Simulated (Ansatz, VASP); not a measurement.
# Two plane-wave programs on Ru

```
Ru
1.0
     2.71847    0.00000    0.00000
    -1.35923    2.35426    0.00000
     0.00000    0.00000    4.22939
Ru
2
Cartesian
  0.0000 1.5695 1.0573
  1.3592 0.7848 3.1720
```

Alike in both runs: task single point; functional PBEsol; k mesh 21 × 21 × 12; occupations gaussian, width 0.15 eV; no spin polarisation.

|  | VASP | Ansatz |
| --- | --- | --- |
| version | VASP 6.6.1 | Ansatz 0.2.0 |
| potentials or method | VASP PAW PBE potentials, release 64 (Ru_pv), cutoff 520 eV | scalar-relativistic, plane waves, PAW |
| valence electrons in the cell | 28 | 32 |

|  | VASP | Ansatz | Ansatz less VASP |
| --- | --- | --- | --- |
| gap on the k mesh at the Fermi level (eV) | none | none | - |
| pressure (GPa) | -5.1 | -5.0 | +0.13 |
| traceless stress, the component that is largest in VASP (GPa) | 4.17 | 4.18 | +0.006 |

VASP's potentials were made for PBE, not for PBEsol, and Ansatz warns of the same on its side. A gap of «none» marks a metal or a gap that the smearing closes. VASP's potentials hold 28 valence electrons a cell and Ansatz's 32, so a difference there can come from the potentials and not from the codes.
